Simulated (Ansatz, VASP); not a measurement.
**CsLi26H27 in VASP and in Ansatz**

```
CELL_PARAMETERS angstrom
0.00000 6.11025 6.11025
6.11025 0.00000 6.11025
6.11025 6.11025 0.00000
ATOMIC_POSITIONS crystal
Cs 0.00000 0.00000 0.00000
Li 0.00000 0.00000 0.34765
Li 0.00000 0.00000 0.65235
Li 0.00000 0.34765 0.00000
Li 0.99407 0.33531 0.33531
Li 0.00000 0.34765 0.65235
Li 0.00000 0.65235 0.00000
Li 0.00000 0.65235 0.34765
Li 0.00593 0.66469 0.66469
Li 0.34765 0.00000 0.00000
Li 0.33531 0.99407 0.33531
Li 0.34765 0.00000 0.65235
Li 0.33531 0.33531 0.99407
Li 0.33531 0.33531 0.33531
Li 0.33906 0.33906 0.66094
Li 0.34765 0.65235 0.00000
Li 0.33906 0.66094 0.33906
Li 0.33906 0.66094 0.66094
Li 0.65235 0.00000 0.00000
Li 0.65235 0.00000 0.34765
Li 0.66469 0.00593 0.66469
Li 0.65235 0.34765 0.00000
Li 0.66094 0.33906 0.33906
Li 0.66094 0.33906 0.66094
Li 0.66469 0.66469 0.00593
Li 0.66094 0.66094 0.33906
Li 0.66469 0.66469 0.66469
H 0.16480 0.16480 0.16480
H 0.16480 0.16480 0.50560
H 0.20181 0.20181 0.79819
H 0.16480 0.50560 0.16480
H 0.16664 0.50000 0.50000
H 0.16664 0.50000 0.83336
H 0.20181 0.79819 0.20181
H 0.16664 0.83336 0.50000
H 0.20181 0.79819 0.79819
H 0.50560 0.16480 0.16480
H 0.50000 0.16664 0.50000
H 0.50000 0.16664 0.83336
H 0.50000 0.50000 0.16664
H 0.50000 0.50000 0.50000
H 0.50000 0.50000 0.83336
H 0.50000 0.83336 0.16664
H 0.50000 0.83336 0.50000
H 0.49440 0.83520 0.83520
H 0.79819 0.20181 0.20181
H 0.83336 0.16664 0.50000
H 0.79819 0.20181 0.79819
H 0.83336 0.50000 0.16664
H 0.83336 0.50000 0.50000
H 0.83520 0.49440 0.83520
H 0.79819 0.79819 0.20181
H 0.83520 0.83520 0.49440
H 0.83520 0.83520 0.83520
```

Alike in both runs: functional PBE; k mesh 3 × 3 × 3; occupations fermi-dirac, width 0.01 eV; no spin polarisation.

Ansatz relaxed the structure, and its values are those at the end. VASP's run is a single point on that final structure, the one shown.

|  | VASP | Ansatz |
| --- | --- | --- |
| version | VASP 6.6.1 | Ansatz 0.2.0 |
| potentials or method | VASP PAW PBE potentials, release 64 (Cs_sv, Li_sv, H) | plane-wave PAW, scalar-relativistic |
| plane-wave cutoff (eV) | 520 | 420 |
| valence electrons in the cell | 114 | 114 |

VASP gave:

```
gap on the k mesh at the Fermi level (eV) : 3.04
rms of the force components (eV/Å)        : 0.007
```

What did Ansatz give for the same quantities?

gap on the k mesh at the Fermi level (eV): 3.06; rms of the force components (eV/Å): 0.004.

The functional is the same, so the differences come from potentials, cutoffs and numerics. Ansatz's warnings: stress scf threshold loose.

Spin-orbit coupling is off throughout. Noted on VASP's run: the cutoff is short for stress, so the pressure is rough.
